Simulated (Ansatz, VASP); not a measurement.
**Be2TeS2 in VASP and in Ansatz**

The input INCAR:

```
SYSTEM = Be2TeS2
  PREC = Accurate
  ENCUT = 600
  EDIFF = 1E-6
  ISMEAR = 0
  SIGMA = 0.1
  LREAL = .False.
  LASPH = .True.
  NELM = 100
  ALGO = Normal
  ISIF = 3
  LWAVE = .False.
  LCHARG = .False.
  GGA = PE
  IVDW = 12
  IBRION = 2
  NSW = 90
  EDIFFG = -0.04
```

File KPOINTS:

```
regular mesh
0
Gamma
  6 6 2
  0 0 0
```

File POSCAR:

```
Be2TeS2
1.0
    3.0826330800      0.0000000000      0.0000000000
    0.0000000000      3.0826330800      0.0000000000
    0.0000000000      0.0000000000      9.8190363200
Be Te S
2 1 2
Direct
    0.0000000000      0.0000000000      0.0000000000
    0.5000000000      0.5000000000      0.0000000000
    0.5000000000      0.5000000000      0.5000000000
    0.5000000000      0.0000000000      0.8796197400
    0.0000000000      0.5000000000      0.1203802600
```

Input for Ansatz:

```yaml
crystal:
  lattice:
    - [3.08263308, 0.0, 0.0]
    - [0.0, 3.08263308, 0.0]
    - [0.0, 0.0, 9.81903632]
  atoms:
    - { symbol: Be, position: [0.0, 0.0, 0.0] }
    - { symbol: Be, position: [0.5, 0.5, 0.0] }
    - { symbol: Te, position: [0.5, 0.5, 0.5] }
    - { symbol: S, position: [0.5, 0.0, 0.87961974] }
    - { symbol: S, position: [0.0, 0.5, 0.12038026] }
basis:
  ecutwfc: 420
kpoints:
  mp_grid: { grid: [6, 6, 2] }
hamiltonian:
  xc: pbe
  dispersion: d3bj
scf:
  occupations: { method: gaussian, width: 0.1 }
  lower_state_search: "off"
output:
  forces: true
  stress: true
  eigenvalues: true
relax:
  adjacent_minimum: "off"
  f_tol: 0.04
  max_steps: 70
  cell: { stress_tol: 0.4 }
```

Alike in both runs: task relaxation of cell and atoms; functional PBE; dispersion D3(BJ); k mesh 6 × 6 × 2; occupations gaussian, width 0.1 eV; no spin polarisation.

|  | VASP | Ansatz |
| --- | --- | --- |
| version | VASP 6.6.1 | Ansatz 0.2.0 |
| potentials or method | VASP PAW PBE potentials, release 64 (Be, Te, S), cutoff 600 eV | scalar-relativistic, plane waves, PAW |
| valence electrons in the cell | 22 | 32 |

|  | VASP | Ansatz | Ansatz less VASP |
| --- | --- | --- | --- |
| gap on the k mesh at the Fermi level, each at its own relaxed structure (eV) | none | none | - |
| relaxed volume (Å³/atom) | 21.66 | 21.23 | -0.430 |
| relaxed length of the cell vector where the two differ most in proportion (Å) | 10.014 | 9.834 | -0.1806 |

A gap of «none» marks a metal or a gap that the smearing closes. VASP's potentials hold 22 valence electrons a cell and Ansatz's 32, so a difference there can come from the potentials and not from the codes.

Neither program's run includes spin-orbit coupling. Noted on VASP's run: the volume moved by over 15 % at a fixed basis, so the end points are rough.
